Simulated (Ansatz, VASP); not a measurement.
# PCS4 in VASP and in Ansatz

```
P C S
1.0
     4.15021    0.00000    0.00000
    -2.07510    3.59419    0.00000
     0.00000    0.00000    8.30088
P C S
1 1 4
Direct
  0.00000 0.00000 0.50000
  0.00000 0.00000 0.00000
  0.00000 0.00000 0.26142
  0.00000 0.00000 0.73858
  0.33333 0.66667 0.00000
  0.66667 0.33333 0.00000
```

Alike in both runs: functional PBE; dispersion D3(BJ); k mesh 12 × 12 × 6; occupations gaussian, width 0.1 eV; no spin polarisation.

Ansatz relaxed the structure, and its values are those at the end. VASP's run is a single point on that final structure, the one shown.

|  | VASP | Ansatz |
| --- | --- | --- |
| version | VASP 6.6.1 | Ansatz 0.2.0 |
| potentials or method | VASP PAW PBE potentials, release 64 (P, C, S), cutoff 520 eV | scalar-relativistic, plane waves, PAW |
| valence electrons in the cell | 33 | 33 |

|  | VASP | Ansatz | Ansatz less VASP |
| --- | --- | --- | --- |
| gap on the k mesh at the Fermi level (eV) | none | none | - |
| pressure (GPa) | -0.2 | 0.0 | +0.22 |
| rms of the force components (eV/Å) | 0.028 | 0.000 | -0.0279 |

A gap of «none» marks a metal or a gap that the smearing closes. Ansatz's warnings: relaxed geometry near dispersion switch.
